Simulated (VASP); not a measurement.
# TiC (Fm-3m) in VASP: further runs

The runs below take TiC through single point, with PBE.

Program: VASP 6.6.1. These are calculated values, not measurements. Logs are shortened: lines on timing, memory, paths and dates and some standing lists are left out, and cuts for length are marked.

### Step 1. The cell of the first run

The structure is cubic, space group Fm-3m (No. 225). Conventional cell: a = 4.331 Å, b = 4.331 Å, c = 4.331 Å, α = 90.00°, β = 90.00°, γ = 90.00°. Ti (site symmetry m-3m) has 6 C at 2.17 Å within 2.9 Å. C (site symmetry m-3m) has 6 Ti at 2.17 Å within 2.9 Å.

### Step 2. Single point, PBE

INCAR reads:

```
ALGO     = Normal         # electronic algorithm
EDIFF    = 1E-7           # SCF threshold, eV
ENCUT    = 520            # plane-wave cutoff, eV
GGA      = PE             # functional
ISIF     = 2              # what is computed and relaxed
ISMEAR   = -1             # smearing method
LASPH    = T              # aspherical terms in the spheres
LCHARG   = F              # write CHGCAR
LREAL    = F              # projectors in reciprocal space
LWAVE    = F              # write WAVECAR
NBANDS   = 15             # bands
NELM     = 80             # most SCF steps
PREC     = Accurate       # precision mode
SIGMA    = 0.05           # smearing width, eV
```

KPOINTS reads:

```
k-points
0
Gamma
  9 9 9
```

POSCAR reads:

```
TiC
1.0
    0.0000000000      2.1657188437      2.1657188437
    2.1657188437      0.0000000000      2.1657188437
    2.1657188437      2.1657188437      0.0000000000
Ti C
1 1
Direct
    0.0000000000      0.0000000000      0.0000000000
    0.5000000000      0.5000000000      0.5000000000
```

Potentials or basis: VASP PAW PBE potentials, release 64 (Ti_sv, C).

The run is started by

```console
$ cat potpaw_PBE.64/Ti_sv/POTCAR potpaw_PBE.64/C/POTCAR > POTCAR
$ mpirun -np 1 vasp_std > vasp.out
```

OUTCAR:

```text
EDIFF = 1E-7
   ENCUT = 520
   GGA = PE
   ISIF = 2
   ISMEAR = -1
   LASPH = T
   LREAL = F
   NELM = 80
   PREC = Accurate

 ion  position               nearest neighbor table
   1  0.000  0.000  0.000-   2 2.17   2 2.17   2 2.17   2 2.17   2 2.17   2 2.17
   2  0.500  0.500  0.500-   1 2.17   1 2.17   1 2.17   1 2.17   1 2.17   1 2.17

  LATTYP: Found a face centered cubic cell.
 ALAT       =     4.3314376874

  Lattice vectors:

 A1 = (   0.0000000000,   2.1657188437,   2.1657188437)
 A2 = (   2.1657188437,   0.0000000000,   2.1657188437)
 A3 = (   2.1657188437,   2.1657188437,   0.0000000000)

Analysis of symmetry for initial positions (statically):
=====================================================================
 Subroutine PRICEL returns:
 Original cell was already a primitive cell.

 Routine SETGRP: Setting up the symmetry group for a
 face centered cubic supercell.

 Subroutine GETGRP returns: Found 48 space group operations
[... 9 lines left out ...]

 Routine SETGRP: Setting up the symmetry group for a
 face centered cubic supercell.

 Subroutine GETGRP returns: Found 48 space group operations
[... 11 lines left out ...]
                                     Primitive cell

  volume of cell :      20.3159

  direct lattice vectors                    reciprocal lattice vectors
     0.000000000  2.165718844  2.165718844    -0.230870227  0.230870227  0.230870227
     2.165718844  0.000000000  2.165718844     0.230870227 -0.230870227  0.230870227
     2.165718844  2.165718844  0.000000000     0.230870227  0.230870227 -0.230870227

  length of vectors
     3.062788961  3.062788961  3.062788961     0.399878962  0.399878962  0.399878962

  position of ions in fractional coordinates (direct lattice)
[... 8 lines left out ...]
----------------------------------------------------------------------------------------

 KPOINTS: k-points

Automatic generation of k-mesh.
 Grid dimensions read from file:
 generate k-points for:    9    9    9

 Generating k-lattice:

  Cartesian coordinates                     Fractional coordinates (reciprocal lattice)
    -0.025652247  0.025652247  0.025652247     0.111111111  0.000000000  0.000000000
     0.025652247 -0.025652247  0.025652247     0.000000000  0.111111111  0.000000000
     0.025652247  0.025652247 -0.025652247     0.000000000  0.000000000  0.111111111

  Length of vectors
     0.044430996  0.044430996  0.044430996

  Shift w.r.t. Gamma in fractional coordinates (k-lattice)
     0.000000000  0.000000000  0.000000000

 Subroutine IBZKPT returns following result:
 ===========================================

 Found     35 irreducible k-points:

 Following reciprocal coordinates:
            Coordinates               Weight
  0.000000  0.000000  0.000000      1.000000
  0.111111  0.000000  0.000000      8.000000
  0.222222  0.000000  0.000000      8.000000
  0.333333  0.000000  0.000000      8.000000
  0.444444  0.000000  0.000000      8.000000
  0.111111  0.111111  0.000000      6.000000
[... 16 lines left out ...]
 -0.333333  0.333333  0.000000     12.000000
  0.444444  0.444444  0.000000      6.000000
 [... further k-points ...]
   k-points           NKPTS =     35   k-points in BZ     NKDIM =     35   number of bands    NBANDS=     15
   number of dos      NEDOS =    301   number of ions     NIONS =      2
   total plane-waves  NPLWV =  13824
   dimension x,y,z NGX =    24 NGY =   24 NGZ =   24
   dimension x,y,z NGXF=    48 NGYF=   48 NGZF=   48
   ions per type =               1   1
   NGX,Y,Z   is equivalent  to a cutoff of  13.03, 13.03, 13.03 a.u.
   NGXF,Y,Z  is equivalent  to a cutoff of  26.05, 26.05, 26.05 a.u.
 SYSTEM =  unknown system
   PREC   = accura    normal or accurate (medium, high low for compatibility)
   ISTART =      0    job   : 0-new  1-cont  2-samecut
   ICHARG =      2    charge: 1-file 2-atom 10-const
   ISPIN  =      1    spin polarized calculation?
   LNONCOLLINEAR =      F non collinear calculations
   LSORBIT =      F    spin-orbit coupling
   LASPH  =      T    aspherical Exc in radial PAW
   ENCUT  =  520.0 eV  38.22 Ry    6.18 a.u.   5.69  5.69  5.69*2*pi/ulx,y,z
   NELM   =     80;   NELMIN=  2; NELMDL= -5     # of ELM steps
   EDIFF  = 0.1E-06   stopping-criterion for ELM
   LREAL  =      F    real-space projection
   EDIFFG = 0.1E-05   stopping-criterion for IOM
   NSW    =      0    number of steps for IOM
   IBRION =     -1    ionic relax: 0-MD 1-quasi-New 2-CG
   NFREE  =      0    steps in history (QN), initial steepest desc. (CG)
   ISIF   =      2    stress and relaxation
   ISYM   =      2    0-nonsym 1-usesym 2-fastsym
   POTIM  = 0.5000    time-step for ionic-motion
   TEBEG  =    0.0;   TEEND  =   0.0 temperature during run
   PSTRESS=    0.0 pullay stress
   NELECT =      16.0000    total number of electrons
   NUPDOWN=      -1.0000    fix difference up-down
   EMIN   =  10.00;   EMAX   =-10.00  energy-range for DOS
   EFERMI =   0.00;   METHOD = LEGACY
   ISMEAR =    -1;   SIGMA  =   0.05  broadening in eV -4-tet -1-fermi 0-gaus
   EFERMI_NEDOS =   21; number of points for ismear=-14 and -15
   IALGO  =     38    algorithm
   IMIX   =      4    mixing-type and parameters
     AMIX     =   0.40;   BMIX     =  1.00
     AMIX_MAG =   1.60;   BMIX_MAG =  1.00
  volume/ion in A,a.u.               =      10.16        68.55
  Fermi-wavevector in a.u.,A,eV,Ry     =   1.511829  2.856943 31.097854  2.285628
  Thomas-Fermi vector in A             =   2.621834
   LORBIT       =      0    0 simple, 1 ext, 2 COOP (PROOUT), +10 PAW based schemes
   GGA     = PE    functional components
   LHFCALC =     F    Hartree Fock is set to
   AEXX    =    0.0000 exact exchange contribution
   IVDW    =     0    specifies the selected vdW correction
   LEPSILON=     F    determine dielectric tensor
   LRPA    =     F    only Hartree local field effects (RPA)
 non-spin polarized calculation
  energy-cutoff  :      520.00
  volume of cell :       20.32
 maximum number of plane-waves:       556
   NGX = 11   NGY = 11   NGZ = 11

 number of electron      16.0000000 magnetization

 Free energy of the ion-electron system (eV)
  ---------------------------------------------------
  ext. energy  EPLUGINS =         0.00000000
  ---------------------------------------------------
  free energy    TOTEN  =       -18.70897121 eV

  energy without entropy =      -18.70652518  energy(sigma->0) =      -18.70774820

 E-fermi :   9.3971     XC(G=0): -12.6977

 val. band max:        9.3252298440   @ k =   0.4444   0.4444   0.0000
 cond. band min:       9.4910975999   @ k =   0.1111   0.1111   0.0000
 fundamental gap:      0.1658677559
 Fermi energy:         9.3970983222

 k-point     1 :       0.0000    0.0000    0.0000
  band No.  band energies     occupation
      1     -47.1793      2.00000
      2     -23.2033      2.00000
      3     -23.2033      2.00000
      4     -23.2033      2.00000
      5      -2.9826      2.00000
      6      10.1044      0.00000
      7      10.1044      0.00000
      8      10.1044      0.00000
      9      11.0927      0.00000
     10      11.0927      0.00000
     11      11.0927      0.00000
     12      11.1233      0.00000
     13      11.1233      0.00000
     14      19.8965      0.00000
     15      23.4445      0.00000

 k-point     2 :       0.1111    0.0000    0.0000
  band No.  band energies     occupation
      1     -47.1708      2.00000
      2     -23.2633      2.00000
      3     -23.2089      2.00000
      4     -23.2089      2.00000
      5      -2.7062      2.00000
      6       8.9976      1.99932
      7       9.3080      1.71209
      8       9.3080      1.71209
      9      10.4753      0.00000
     10      10.4753      0.00000
     11      11.5900      0.00000
     12      12.9377      0.00000
     13      12.9377      0.00000
     14      20.3524      0.00000
     15      23.5042      0.00000

 k-point     3 :       0.2222    0.0000    0.0000
  band No.  band energies     occupation
      1     -47.1494      2.00000
      2     -23.4127      2.00000
      3     -23.2232      2.00000
      4     -23.2232      2.00000
      5      -1.9306      2.00000
      6       7.1598      2.00000
      7       7.9933      2.00000
      8       7.9933      2.00000
      9      11.0017      0.00000
     10      11.0017      0.00000
     11      12.1041      0.00000
     12      14.8079      0.00000
     13      14.8079      0.00000
     14      20.6969      0.00000
     15      23.5899      0.00000

 k-point     4 :       0.3333    0.0000    0.0000
  band No.  band energies     occupation
      1     -47.1248      2.00000
      2     -23.5785      2.00000
      3     -23.2394      2.00000
      4     -23.2394      2.00000
      5      -0.8139      2.00000
      6       5.2937      2.00000
      7       7.0600      2.00000
      8       7.0600      2.00000
      9      11.7127      0.00000
     10      11.7127      0.00000
     11      12.7096      0.00000
     12      16.4215      0.00000
     13      16.4215      0.00000
     14      19.3531      0.00000
     15      24.8055      0.00000

 k-point     5 :       0.4444    0.0000    0.0000
  band No.  band energies     occupation
      1     -47.1087      2.00000
      2     -23.6845      2.00000
      3     -23.2498      2.00000
      4     -23.2498      2.00000
      5       0.2799      2.00000
      6       3.8364      2.00000
      7       6.5804      2.00000
      8       6.5804      2.00000
      9      12.2467      0.00000
     10      12.2467      0.00000
     11      13.3753      0.00000
     12      17.4238      0.00000
     13      17.4238      0.00000
     14      17.8768      0.00000
     15      24.4844      0.00000

 k-point     6 :       0.1111    0.1111    0.0000
  band No.  band energies     occupation
      1     -47.1680      2.00000
      2     -23.2588      2.00000
      3     -23.2229      2.00000
      4     -23.2229      2.00000
      5      -2.6235      2.00000
      6       8.4188      2.00000
      7       9.4911      0.26478
      8       9.4911      0.26478
      9       9.7696      0.00116
     10      11.2313      0.00000
     11      11.9996      0.00000
     12      11.9996      0.00000
     13      13.6059      0.00000
     14      20.5836      0.00000
     15      23.6088      0.00000

 k-point     7 :       0.2222    0.1111    0.0000
  band No.  band energies     occupation
      1     -47.1509      2.00000
      2     -23.3692      2.00000
      3     -23.2436      2.00000
      4     -23.2335      2.00000
      5      -2.0443      2.00000
      6       7.1114      2.00000
      7       8.3211      2.00000
      8       8.6926      2.00000
      9      10.1621      0.00000
     10      11.3364      0.00000
     11      12.4482      0.00000
[... 226 lines left out ...]
      4     -23.3292      2.00000
      5      -0.9505      2.00000
      6       5.5277      2.00000
      7       8.2814      2.00000
      8       9.0708      1.99708
      9       9.0708      1.99708
     10      11.8521      0.00000
     11      13.2912      0.00000
     12      13.2912      0.00000
     13      15.8115      0.00000
     14      22.4198      0.00000
     15      24.1282      0.00000

 k-point    21 :       0.4444    0.3333    0.0000
  band No.  band energies     occupation
      1     -47.0932      2.00000
      2     -23.5884      2.00000
      3     -23.3686      2.00000
      4     -23.3435      2.00000
      5      -0.6356      2.00000
      6       5.5915      2.00000
      7       7.4258      2.00000
      8       8.6530      2.00000
      9       9.7262      0.00277
     10      12.4725      0.00000
     11      13.1636      0.00000
     12      13.3878      0.00000
     13      15.7142      0.00000
     14      22.0218      0.00000
     15      23.7296      0.00000

 k-point    22 :      -0.4444    0.3333    0.0000
  band No.  band energies     occupation
      1     -47.0860      2.00000
      2     -23.5848      2.00000
      3     -23.4410      2.00000
      4     -23.3332      2.00000
      5      -0.2608      2.00000
      6       5.7220      2.00000
      7       6.4319      2.00000
      8       7.8557      2.00000
      9      10.6268      0.00000
     10      12.6311      0.00000
     11      13.1639      0.00000
     12      14.4707      0.00000
     13      15.2422      0.00000
     14      22.0893      0.00000
     15      23.5042      0.00000

 k-point    23 :      -0.3333    0.3333    0.0000
  band No.  band energies     occupation
      1     -47.0884      2.00000
      2     -23.5286      2.00000
      3     -23.5113      2.00000
      4     -23.3029      2.00000
      5       0.0397      2.00000
      6       5.2351      2.00000
      7       6.1860      2.00000
      8       7.2041      2.00000
      9      11.6495      0.00000
     10      12.2660      0.00000
     11      13.3694      0.00000
     12      14.6898      0.00000
     13      15.9900      0.00000
     14      21.5639      0.00000
     15      23.0354      0.00000

 k-point    24 :       0.4444    0.4444    0.0000
  band No.  band energies     occupation
      1     -47.0854      2.00000
      2     -23.6258      2.00000
      3     -23.3661      2.00000
      4     -23.3661      2.00000
      5      -0.7099      2.00000
      6       5.8657      2.00000
      7       7.8525      2.00000
      8       9.3252      1.61610
      9       9.3252      1.61609
     10      12.0839      0.00000
     11      12.9969      0.00000
     12      12.9969      0.00000
     13      15.3584      0.00000
     14      21.2544      0.00000
     15      24.2451      0.00000

 [... further k-points ...]
[... 5 lines left out ...]
  --------------------------------------------------------------------------------------
  -------------------------------------------------------------------------------------
  Total        0.0643056      0.0643056      0.0643056      0.0000000     -0.0000000      0.0000000
  in kB        5.0713424      5.0713424      5.0713424      0.0000000     -0.0000000      0.0000000
  external PRESSURE =       5.0713424 kB  Pullay stress =       0.0000000 kB

 VOLUME and BASIS-vectors are now :
 -----------------------------------------------------------------------------
  energy-cutoff  :      520.00
  volume of cell :       20.32
      direct lattice vectors                 reciprocal lattice vectors
     0.000000000  2.165718844  2.165718844    -0.230870227  0.230870227  0.230870227
     2.165718844  0.000000000  2.165718844     0.230870227 -0.230870227  0.230870227
     2.165718844  2.165718844  0.000000000     0.230870227  0.230870227 -0.230870227

 POSITION                                       TOTAL-FORCE (eV/Angst)
 -----------------------------------------------------------------------------------
      0.00000      0.00000      0.00000        -0.000000     -0.000000     -0.000000
      2.16572      2.16572      2.16572         0.000000      0.000000      0.000000
 -----------------------------------------------------------------------------------
    total drift:                                0.000000     -0.000000     -0.000000

  FREE ENERGIE OF THE ION-ELECTRON SYSTEM (eV)
  ---------------------------------------------------
  free  energy   TOTEN  =       -18.7089712138 eV

  energy  without entropy=      -18.7065251766  energy(sigma->0) =      -18.70774820
```

It took 13 s on 1 thread of AMD EPYC 7R43 (Zen 3), shared host; peak memory 0.1 GiB.

Results:

- Free energy: -18.7090 eV
- Pressure: 0.5 GPa
- Band gap on the k mesh: zero (band 8 reaches 10.10 eV, above the bottom of band 9 at 9.04 eV)

(Part 1 of 2 ends here.)
